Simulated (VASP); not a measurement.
# KNbO3 (P4mm) in VASP: further runs, part 3 of 3

VASP 6.6.1.

## Step 6: Single point, PBE

This run uses another cell than the first one, of 13.24 Å³/atom.

Contents of INCAR:

```
  ALGO = Normal
  EDIFF = 1E-6
  ENCUT = 600
  GGA = PE
  GGA_COMPAT = False
  ISIF = 2
  ISMEAR = 0
  LASPH = True
  LCHARG = True
  LELF = True
  LREAL = False
  LVHAR = True
  LWAVE = False
  NBANDS = 28
  NELM = 120
  PREC = Accurate
  SIGMA = 0.1
```

Contents of KPOINTS:

```
k-points
0
Gamma
  4 4 4
```

Contents of POSCAR:

```
KNbO3
1.0
    4.0129726800      0.0000000000      0.0000000000
    0.0000000000      4.0129726800      0.0000000000
    0.0000000000      0.0000000000      4.1102918300
K Nb O
1 1 3
Direct
    0.5000000000      0.5000000000      0.4999545100
    0.0000000000      0.0000000000      0.0149157700
    0.5000000000      0.0000000000      0.9741423400
    0.0000000000      0.5000000000      0.9741423400
    0.0000000000      0.0000000000      0.4716460400
```

Potentials or basis: VASP PAW PBE potentials, release 64 (K_sv, Nb_sv, O).

On the command line:

```bash
cat potpaw_PBE.64/K_sv/POTCAR potpaw_PBE.64/Nb_sv/POTCAR potpaw_PBE.64/O/POTCAR > POTCAR
mpirun -np 1 vasp_std > vasp.out
```

OUTCAR:

```text
EDIFF = 1E-6
   ENCUT = 600
   GGA = PE
   ISIF = 2
   ISMEAR = 0
   LASPH = True
   LREAL = False
   NELM = 120
   PREC = Accurate

 ion  position               nearest neighbor table
   1  0.500  0.500  0.500-   3 2.80   4 2.80   3 2.80   4 2.80   5 2.84   5 2.84   5 2.84   5 2.84

   2  0.000  0.000  0.015-   5 1.88   4 2.01   3 2.01   4 2.01   3 2.01   5 2.23
   3  0.500  0.000  0.974-   2 2.01   2 2.01   1 2.80   1 2.80
   4  0.000  0.500  0.974-   2 2.01   2 2.01   1 2.80   1 2.80
[... 755 lines left out ...]
  -------------------------------------------------------------------------------------
  Total       -0.3252115     -0.3252115     -0.1311000      0.0000000      0.0000000      0.0000000
  in kB       -7.8717517     -7.8717517     -3.1732787      0.0000000      0.0000000      0.0000000
  external PRESSURE =      -6.3055940 kB  Pullay stress =       0.0000000 kB

 VOLUME and BASIS-vectors are now :
 -----------------------------------------------------------------------------
  energy-cutoff  :      600.00
  volume of cell :       66.19
      direct lattice vectors                 reciprocal lattice vectors
     4.012972680  0.000000000  0.000000000     0.249191829  0.000000000  0.000000000
     0.000000000  4.012972680  0.000000000     0.000000000  0.249191829  0.000000000
     0.000000000  0.000000000  4.110291830     0.000000000  0.000000000  0.243291728

 POSITION                                       TOTAL-FORCE (eV/Angst)
 -----------------------------------------------------------------------------------
      2.00649      2.00649      2.05496        -0.000000     -0.000000     -0.013549
      0.00000      0.00000      0.06131         0.000000      0.000000      0.324165
      2.00649      0.00000      4.00401         0.000000      0.000000      0.039671
      0.00000      2.00649      4.00401         0.000000      0.000000      0.039671
      0.00000      0.00000      1.93860         0.000000      0.000000     -0.389959
 -----------------------------------------------------------------------------------
    total drift:                                0.000000      0.000000      0.000641

  FREE ENERGIE OF THE ION-ELECTRON SYSTEM (eV)
  ---------------------------------------------------
  free  energy   TOTEN  =       -38.8754933404 eV

  energy  without entropy=      -38.8754933404  energy(sigma->0) =      -38.87549334
```

OSZICAR:

```text
N       E                     dE             d eps       ncg     rms          rms(c)
DAV:   1     0.411394449263E+03    0.41139E+03   -0.23679E+04  1008   0.160E+03
DAV:   2    -0.187631868101E+02   -0.43016E+03   -0.41555E+03  1248   0.485E+02
DAV:   3    -0.468846322372E+02   -0.28121E+02   -0.27947E+02  1548   0.120E+02
DAV:   4    -0.481605842565E+02   -0.12760E+01   -0.12726E+01  1712   0.200E+01
DAV:   5    -0.481828525023E+02   -0.22268E-01   -0.22263E-01  1452   0.246E+00    0.192E+01
DAV:   6    -0.392218473490E+02    0.89610E+01   -0.41439E+01  1524   0.450E+01    0.851E+00
DAV:   7    -0.389099484833E+02    0.31190E+00   -0.38139E+00  1492   0.136E+01    0.448E+00
DAV:   8    -0.389128064770E+02   -0.28580E-02   -0.60799E-01  1676   0.693E+00    0.165E+00
DAV:   9    -0.388756697031E+02    0.37137E-01   -0.12432E-01  1484   0.290E+00    0.593E-01
DAV:  10    -0.388754681021E+02    0.20160E-03   -0.23386E-02  1468   0.113E+00    0.216E-01
DAV:  11    -0.388754696991E+02   -0.15970E-05   -0.20365E-03  1564   0.391E-01    0.575E-02
DAV:  12    -0.388754791339E+02   -0.94348E-05   -0.52404E-04  1472   0.174E-01    0.569E-02
DAV:  13    -0.388754934837E+02   -0.14350E-04   -0.11558E-04  1304   0.652E-02    0.175E-02
DAV:  14    -0.388754932388E+02    0.24484E-06   -0.16802E-05  1512   0.337E-02    0.331E-03
DAV:  15    -0.388754933404E+02   -0.10160E-06   -0.14032E-06   876   0.874E-03
   1 F= -.38875493E+02 E0= -.38875493E+02  d E =-.249856E-18
```

stdout:

```text
POSCAR found type information on POSCAR K NbO
 POSCAR found :  3 types and       5 ions
 scaLAPACK will be used
 LDA part: xc-table for (Slater+PW92), standard interpolation
 POSCAR, INCAR and KPOINTS ok, starting setup
 FFT: planning ... GRIDC
 FFT: planning ... GRID_SOFT
 FFT: planning ... GRID
 WAVECAR not read
 entering main loop
```

Wall time 33 s (1 thread of Intel Xeon Platinum 8259CL at 2.50GHz (Skylake/Cascade Lake), shared host); peak memory 0.2 GiB.

Results:

```
Free energy            : -38.8755 eV
Pressure               : -0.6 GPa
Largest force          : 0.390 eV/Å
Band gap on the k mesh : 1.54 eV (least direct gap 2.39 eV)
```

Forces on the atoms (eV/Å):
```
K    0.000  0.000 -0.014
Nb   0.000  0.000  0.324
O    0.000  0.000  0.040
O    0.000  0.000  0.040
O    0.000  0.000 -0.390
```

A k mesh can miss the band edges.

## Step 7: Summary

| level | potentials or basis | cell | k mesh | gap on the mesh (eV) | pressure (GPa) | largest force (eV/Å) |
| --- | --- | --- | --- | --- | --- | --- |
| PBE | VASP PAW PBE potentials, release 64 (K_sv, Nb_sv, O) | a = 3.688, b = 3.688, c = 3.777 Å, 5 atoms | 4 × 4 × 4 | 2.03 | 74.3 | 4.17 |
| PBE | VASP PAW PBE potentials, release 64 (K_sv, Nb_sv, O) | a = 4.013, b = 4.013, c = 4.110 Å, 5 atoms | 2 × 5 × 3 | 1.57 | -0.4 | 1.37 |
| LDA | VASP PAW LDA potentials, release 64 (K_sv, Nb_sv, O) | a = 4.013, b = 4.013, c = 4.110 Å, 5 atoms | 4 × 4 × 4 | 1.45 | -10.0 | 0.45 |
| PBE+D3(BJ) | VASP PAW PBE potentials, release 64 (K_sv, Nb_sv, O) | a = 4.013, b = 4.013, c = 4.110 Å, 5 atoms | 4 × 4 × 4 | 1.54 | -3.5 | 0.39 |
| PBE | VASP PAW PBE potentials, release 64 (K_sv, Nb_sv, O) | a = 4.013, b = 4.013, c = 4.110 Å, 5 atoms | 4 × 4 × 4 | 1.54 | -0.6 | 0.39 |

Alike in all rows: task single point; no spin polarisation; cutoff (eV) 600; smearing gaussian 0.1 eV.

Caveats: some runs use coarse meshes; forces of over 1 eV/Å act on the atoms, so gaps and moduli don't describe the material at rest (at least some runs); the cell stands under tension (at least some runs).

Absolute energies hang on the potentials; compare differences alone.
